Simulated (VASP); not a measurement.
# TiCo2 (Fd-3m) in VASP: further runs, part 2 of 2

VASP 6.6.1.

## 5. Single point, r2SCAN

POSCAR reads:

```
TiCo2
1.0
    0.0000000000      3.3520000000      3.3520000000
    3.3520000000      0.0000000000      3.3520000000
    3.3520000000      3.3520000000      0.0000000000
Ti Co
2 4
Direct
    0.5000000000      0.5000000000      0.5000000000
    0.7500000000      0.7500000000      0.7500000000
    0.1250000000      0.1250000000      0.1250000000
    0.6250000000      0.1250000000      0.1250000000
    0.1250000000      0.1250000000      0.6250000000
    0.1250000000      0.6250000000      0.1250000000
```

INCAR.step1 reads:

```
SYSTEM = TiCo2
PREC     = Accurate       ! precision mode
ENCUT    = 520            ! plane-wave cutoff, eV
ISMEAR   = 0              ! smearing method
SIGMA    = 0.1            ! smearing width, eV
LREAL    = .FALSE.        ! projectors in reciprocal space
LASPH    = .TRUE.         ! aspherical terms in the spheres
NELM     = 60             ! most SCF steps
NBANDS   = 39             ! bands
GGA      = PE             ! functional
ALGO     = Normal         ! electronic algorithm
EDIFF    = 1E-4           ! SCF threshold, eV
LWAVE    = .TRUE.         ! write WAVECAR
LCHARG   = .FALSE.        ! write CHGCAR
```

INCAR.step2 reads:

```
SYSTEM = TiCo2
PREC     = Accurate       ! precision mode
ENCUT    = 520            ! plane-wave cutoff, eV
EDIFF    = 1E-6           ! SCF threshold, eV
ISMEAR   = 0              ! smearing method
SIGMA    = 0.1            ! smearing width, eV
LREAL    = .FALSE.        ! projectors in reciprocal space
LASPH    = .TRUE.         ! aspherical terms in the spheres
NELM     = 60             ! most SCF steps
ALGO     = Normal         ! electronic algorithm
ISIF     = 2              ! what is computed and relaxed
LWAVE    = .FALSE.        ! write WAVECAR
LCHARG   = .FALSE.        ! write CHGCAR
METAGGA  = R2SCAN         ! meta-GGA
LMIXTAU  = .TRUE.       
NBANDS   = 39             ! bands
ISTART   = 1
```

KPOINTS reads:

```
regular mesh
0
G
  10 10 10
  0 0 0
```

Potentials or basis: VASP PAW PBE potentials, release 64 (Ti_sv, Co).

Started as:

```bash
> cat potpaw_PBE.64/Ti_sv/POTCAR potpaw_PBE.64/Co/POTCAR > POTCAR
> cp INCAR.step1 INCAR
> mpirun -np 1 vasp_std > vasp.out
> cp INCAR.step2 INCAR
> mpirun -np 1 vasp_std > vasp.out
```

OUTCAR:

```text
SYSTEM = TiCo2
   PREC = Accurate
   ENCUT = 520
   EDIFF = 1E-6
   ISMEAR = 0
   LREAL = .FALSE.
   LASPH = .TRUE.
   NELM = 60
   ISIF = 2
   METAGGA = R2SCAN
   ISTART = 1

 ion  position               nearest neighbor table
   1  0.500  0.500  0.500-   3 2.78   5 2.78   6 2.78   3 2.78   4 2.78   5 2.78   3 2.78   4 2.78
                             6 2.78   4 2.78   5 2.78   6 2.78   2 2.90   2 2.90   2 2.90   2 2.90
   2  0.750  0.750  0.750-   4 2.78   5 2.78   6 2.78   3 2.78   4 2.78   6 2.78   3 2.78   4 2.78
                             5 2.78   3 2.78   5 2.78   6 2.78   1 2.90   1 2.90   1 2.90   1 2.90
   3  0.125  0.125  0.125-   4 2.37   5 2.37   6 2.37   5 2.37   6 2.37   4 2.37   1 2.78   2 2.78
                             1 2.78   2 2.78   1 2.78   2 2.78
   4  0.625  0.125  0.125-   3 2.37   5 2.37   6 2.37   3 2.37   5 2.37   6 2.37   2 2.78   1 2.78
                             1 2.78   2 2.78   2 2.78   1 2.78
   5  0.125  0.125  0.625-   3 2.37   3 2.37   4 2.37   6 2.37   6 2.37   4 2.37   1 2.78   2 2.78
                             1 2.78   2 2.78   1 2.78   2 2.78
   6  0.125  0.625  0.125-   3 2.37   5 2.37   3 2.37   4 2.37   5 2.37   4 2.37   2 2.78   1 2.78
                             2 2.78   2 2.78   1 2.78   1 2.78

  LATTYP: Found a face centered cubic cell.
 ALAT       =     6.7040000000

  Lattice vectors:

 A1 = (   0.0000000000,   3.3520000000,   3.3520000000)
 A2 = (   3.3520000000,   0.0000000000,   3.3520000000)
 A3 = (   3.3520000000,   3.3520000000,   0.0000000000)

Analysis of symmetry for initial positions (statically):
=====================================================================
 Subroutine PRICEL returns:
 Original cell was already a primitive cell.

 Routine SETGRP: Setting up the symmetry group for a
 face centered cubic supercell.

 Subroutine GETGRP returns: Found 48 space group operations
 (whereof 24 operations were pure point group operations)
 out of a pool of 48 trial point group operations.

The static configuration has the point symmetry T_d .
 The point group associated with its full space group is O_h .

Analysis of symmetry for dynamics (positions and initial velocities):
=====================================================================
 Subroutine PRICEL returns:
 Original cell was already a primitive cell.

 Routine SETGRP: Setting up the symmetry group for a
 face centered cubic supercell.

 Subroutine GETGRP returns: Found 48 space group operations
 (whereof 24 operations were pure point group operations)
 out of a pool of 48 trial point group operations.

The dynamic configuration has the point symmetry T_d .
 The point group associated with its full space group is O_h .

 Subroutine INISYM returns: Found 48 space group operations
 (whereof 24 operations are pure point group operations),
 and found     1 'primitive' translations

----------------------------------------------------------------------------------------

                                     Primitive cell

  volume of cell :      75.3255

  direct lattice vectors                    reciprocal lattice vectors
     0.000000000  3.352000000  3.352000000    -0.149164678  0.149164678  0.149164678
     3.352000000  0.000000000  3.352000000     0.149164678 -0.149164678  0.149164678
     3.352000000  3.352000000  0.000000000     0.149164678  0.149164678 -0.149164678

  length of vectors
[... 51 lines left out ...]
  0.400000  0.000000  0.000000      8.000000
  0.500000  0.000000  0.000000      4.000000
[... 16 lines left out ...]
  0.300000  0.300000  0.000000      6.000000
  0.400000  0.300000  0.000000     24.000000
 [... further k-points ...]
   k-points           NKPTS =     47   k-points in BZ     NKDIM =     47   number of bands    NBANDS=     39
   number of dos      NEDOS =    301   number of ions     NIONS =      6
   total plane-waves  NPLWV =  46656
   dimension x,y,z NGX =    36 NGY =   36 NGZ =   36
   dimension x,y,z NGXF=    72 NGYF=   72 NGZF=   72
   ions per type =               2   4
   NGX,Y,Z   is equivalent  to a cutoff of  12.63, 12.63, 12.63 a.u.
   NGXF,Y,Z  is equivalent  to a cutoff of  25.25, 25.25, 25.25 a.u.
 SYSTEM =  TiCo2
   PREC   = accura    normal or accurate (medium, high low for compatibility)
   ISTART =      1    job   : 0-new  1-cont  2-samecut
   ICHARG =      0    charge: 1-file 2-atom 10-const
   ISPIN  =      1    spin polarized calculation?
   LNONCOLLINEAR =      F non collinear calculations
   LSORBIT =      F    spin-orbit coupling
   LASPH  =      T    aspherical Exc in radial PAW
   ENCUT  =  520.0 eV  38.22 Ry    6.18 a.u.   8.81  8.81  8.81*2*pi/ulx,y,z
   NELM   =     60;   NELMIN=  2; NELMDL=  0     # of ELM steps
   EDIFF  = 0.1E-05   stopping-criterion for ELM
   LREAL  =      F    real-space projection
   EDIFFG = 0.1E-04   stopping-criterion for IOM
   NSW    =      0    number of steps for IOM
   IBRION =     -1    ionic relax: 0-MD 1-quasi-New 2-CG
   NFREE  =      0    steps in history (QN), initial steepest desc. (CG)
   ISIF   =      2    stress and relaxation
   ISYM   =      2    0-nonsym 1-usesym 2-fastsym
   POTIM  = 0.5000    time-step for ionic-motion
   TEBEG  =    0.0;   TEEND  =   0.0 temperature during run
   PSTRESS=    0.0 pullay stress
   NELECT =      60.0000    total number of electrons
   NUPDOWN=      -1.0000    fix difference up-down
   EMIN   =  10.00;   EMAX   =-10.00  energy-range for DOS
   EFERMI =   0.00;   METHOD = LEGACY
   ISMEAR =     0;   SIGMA  =   0.10  broadening in eV -4-tet -1-fermi 0-gaus
   EFERMI_NEDOS =   21; number of points for ismear=-14 and -15
   IALGO  =     38    algorithm
   IMIX   =      4    mixing-type and parameters
     AMIX     =   0.40;   BMIX     =  1.00
     AMIX_MAG =   1.60;   BMIX_MAG =  1.00
  volume/ion in A,a.u.               =      12.55        84.72
  Fermi-wavevector in a.u.,A,eV,Ry     =   1.517555  2.867764 31.333871  2.302975
  Thomas-Fermi vector in A             =   2.626795
   LORBIT       =      0    0 simple, 1 ext, 2 COOP (PROOUT), +10 PAW based schemes
   METAGGA = R2SCAN    functional components
   LHFCALC =     F    Hartree Fock is set to
   AEXX    =    0.0000 exact exchange contribution
   IVDW    =     0    specifies the selected vdW correction
   LEPSILON=     F    determine dielectric tensor
   LRPA    =     F    only Hartree local field effects (RPA)
 non-spin polarized calculation
 Gauss-broadening in eV      SIGMA  =   0.10
  energy-cutoff  :      520.00
  volume of cell :       75.33
 maximum number of plane-waves:      2085
   NGX = 17   NGY = 17   NGZ = 17

 number of electron      60.0000021 magnetization

 Free energy of the ion-electron system (eV)
  ---------------------------------------------------
  ext. energy  EPLUGINS =         0.00000000
  ---------------------------------------------------
  free energy    TOTEN  =       -79.51505315 eV

  energy without entropy =      -79.47023045  energy(sigma->0) =      -79.49264180

 E-fermi :   9.7492     XC(G=0): -13.8881

 val. band max:        9.7461368726   @ k =   0.4000   0.4000   0.0000
 cond. band min:       9.7526917944   @ k =  -0.2000   0.2000   0.0000
 fundamental gap:      0.0065549218
 Fermi energy:         9.7491675555

 k-point     1 :       0.0000    0.0000    0.0000
  band No.  band energies     occupation
      1     -49.8828      2.00000
      2     -49.8000      2.00000
      3     -25.1223      2.00000
      4     -25.1222      2.00000
      5     -25.1222      2.00000
      6     -24.9388      2.00000
[... 997 lines left out ...]
     38      11.8609      0.00000
     39      12.0442      0.00000

 [... further k-points ...]

------------------------ aborting loop because EDIFF is reached ----------------------------------------

  FORCE on cell =-STRESS in cart. coord.  units (eV):
  Direction    XX          YY          ZZ          XY          YZ          ZX
  --------------------------------------------------------------------------------------
  -------------------------------------------------------------------------------------
  Total       -5.2833131     -5.2833131     -5.2833131      0.0000000      0.0000000     -0.0000000
  in kB     -112.3763455   -112.3763455   -112.3763455      0.0000000      0.0000000     -0.0000000
  external PRESSURE =    -112.3763455 kB  Pullay stress =       0.0000000 kB

 VOLUME and BASIS-vectors are now :
 -----------------------------------------------------------------------------
  energy-cutoff  :      520.00
  volume of cell :       75.33
      direct lattice vectors                 reciprocal lattice vectors
     0.000000000  3.352000000  3.352000000    -0.149164678  0.149164678  0.149164678
     3.352000000  0.000000000  3.352000000     0.149164678 -0.149164678  0.149164678
     3.352000000  3.352000000  0.000000000     0.149164678  0.149164678 -0.149164678

 POSITION                                       TOTAL-FORCE (eV/Angst)
 -----------------------------------------------------------------------------------
      3.35200      3.35200      3.35200         0.000000      0.000000      0.000000
      5.02800      5.02800      5.02800        -0.000000     -0.000000     -0.000000
      0.83800      0.83800      0.83800         0.000000      0.000000     -0.000000
      0.83800      2.51400      2.51400         0.000000     -0.000000     -0.000000
      2.51400      2.51400      0.83800         0.000000      0.000000     -0.000000
      2.51400      0.83800      2.51400         0.000000     -0.000000     -0.000000
 -----------------------------------------------------------------------------------
    total drift:                                0.000000      0.000000      0.000000

  FREE ENERGIE OF THE ION-ELECTRON SYSTEM (eV)
  ---------------------------------------------------
  free  energy   TOTEN  =       -79.5150531527 eV

  energy  without entropy=      -79.4702304461  energy(sigma->0) =      -79.49264180
```

Run time: 13 min. Hardware: 1 thread of Intel Xeon 8259CL, shared host; peak memory 0.29 GiB.

What came out:

| Item | Value |
| --- | --- |
| Free energy | -79.5151 eV |
| Pressure | -11.2 GPa |
| Band gap on the k mesh | zero (bands 30 and 31 overlap by 0.87 eV) |

Caveat: the cell stands under tension; the PAW data sets were made with another functional, which shifts forces and pressure a little; the run has no spin polarisation, though such a crystal can be magnetic. Spin polarisation is off, so any magnetic state and its effect on volume and gap are missing.
